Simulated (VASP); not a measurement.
Here is a VASP 6.6.1 calculation.

The input INCAR:

```
SYSTEM = AlN
PREC = Accurate
ENCUT = 600
EDIFF = 1E-6
ISMEAR = -1
SIGMA = 0.02
LREAL = .False.
LASPH = .True.
NELM = 120
ALGO = Normal
ISIF = 2
LWAVE = .False.
LCHARG = .False.
GGA = PS
NBANDS = 11
GGA_COMPAT = .False.
```

File KPOINTS:

```
regular mesh
0
Gamma
  8 8 8
  0 0 0
```

Contents of POSCAR:

```
AlN
1.0
    0.0196900000      1.9788450000      1.9788450000
    1.9788450000      0.0196900000      1.9788450000
    1.9788450000      1.9788450000      0.0196900000
Al N
1 1
Direct
    0.0000000000      0.0000000000      0.0000000000
    0.5000000000      0.5000000000      0.5000000000
```

Potentials or basis: VASP PAW PBE potentials, release 64 (Al, N).

Launch:

```console
$ cat potpaw_PBE.64/Al/POTCAR potpaw_PBE.64/N/POTCAR > POTCAR
$ mpirun -np 1 vasp_std > vasp.out
```

Q: What does it give for the band gap on the k mesh?

A: 4.84 eV, indirect (least direct gap 6.76 eV).

Q: What does it give for the pressure?

A: 24.7 GPa.

Stress tensor (GPa, compression positive):
```
24.69 -3.53 -3.53
-3.53 24.69 -3.53
-3.53 -3.53 24.69
```

Caveat: the PAW data sets were made with another functional, which shifts forces and pressure a little. PBEsol gaps usually lie below the measured ones, often by a third to a half.
